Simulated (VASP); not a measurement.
Set up this calculation in VASP 6.6.1, as the native input.

```yaml
Task: G0W0 quasiparticle levels
Functional: PBE
Potentials_or_basis: VASP PAW PBE potentials, release 64 (Al_GW, N_GW)
Cutoff: 500 eV
k_mesh: 10 × 10 × 10
Occupations: gaussian, width 0.01 eV
Spin: no spin polarisation
Dipole_correction: no
GW_scheme: G0W0
GW_iterations: 1
Cutoff_of_the_response_function: 80
Frequency_points: 96
Empty_bands: 33
Further_INCAR_settings: ALGO = EVGW0; EDIFF = 1e-08; NBANDS = 37
```

Crystal: AlN.

```
CELL_PARAMETERS angstrom
0.00000 2.18488 2.18488
2.18488 0.00000 2.18488
2.18488 2.18488 0.00000
ATOMIC_POSITIONS crystal
Al 0.00000 0.00000 0.00000
N 0.25000 0.25000 0.25000
```

The input as run:

POSCAR

```
AlN
1.0
    0.0000000000      2.1848764125      2.1848764125
    2.1848764125      0.0000000000      2.1848764125
    2.1848764125      2.1848764125      0.0000000000
Al N
1 1
Direct
    0.0000000000      0.0000000000      0.0000000000
    0.2500000000      0.2500000000      0.2500000000
```

INCAR.step1

```
SYSTEM = AlN
  PREC = Accurate
  ENCUT = 500
  EDIFF = 1E-8
  ISMEAR = 0
  SIGMA = 0.01
  LREAL = .FALSE.
  LASPH = .TRUE.
  NELM = 100
  ALGO = Normal
  LWAVE = .TRUE.
  LCHARG = .FALSE.
  GGA = PE
```

INCAR.step2

```
SYSTEM = AlN
  PREC = Accurate
  ENCUT = 500
  EDIFF = 1E-8
  ISMEAR = 0
  SIGMA = 0.01
  LREAL = .FALSE.
  LASPH = .TRUE.
  NELM = 1
  ALGO = Exact
  LWAVE = .TRUE.
  LCHARG = .FALSE.
  GGA = PE
  NBANDS = 37
  LOPTICS = .TRUE.
  ISTART = 1
```

INCAR.step3

```
SYSTEM = AlN
  PREC = Accurate
  ENCUT = 500
  EDIFF = 1E-8
  ISMEAR = 0
  SIGMA = 0.01
  LREAL = .FALSE.
  LASPH = .TRUE.
  ALGO = EVGW0
  LWAVE = .FALSE.
  LCHARG = .FALSE.
  GGA = PE
  NELMGW = 1
  NBANDS = 37
  ENCUTGW = 80.0
  NOMEGA = 96
  PRECFOCK = Fast
  ISTART = 1
  NBANDSGW = 12
  OMEGAMAX = 20
```

KPOINTS

```
regular mesh
0
G
  10 10 10
  0 0 0
```

Potentials or basis: VASP PAW PBE potentials, release 64 (Al_GW, N_GW).

Launch:

```bash
$ cat potpaw_PBE.64/Al_GW/POTCAR potpaw_PBE.64/N_GW/POTCAR > POTCAR
$ cp INCAR.step1 INCAR
$ mpirun -np 1 vasp_std > vasp.out
$ cp INCAR.step2 INCAR
$ mpirun -np 1 vasp_std > vasp.out
$ cp INCAR.step3 INCAR
$ mpirun -np 1 vasp_std > vasp.out
```

Results of the run:

```yaml
Quasiparticle_gap: 4.34 eV
Least_direct_quasiparticle_gap: 5.51 eV
Band_gap_of_the_starting_levels_on_the_mesh: 3.32 eV
Least_direct_gap_of_the_starting_levels_on_the_mesh: 4.18 eV
```

Caveat: bands, screening cutoff and mesh are small and nothing is extrapolated, so the quasiparticle values aren't converged; the structure was generated, so it needn't be the stable form of AlN.

It took 27 min on 1 thread of AMD EPYC 7R13 Processor (Zen 3), with other jobs on the host, peak memory 0.91 GiB.
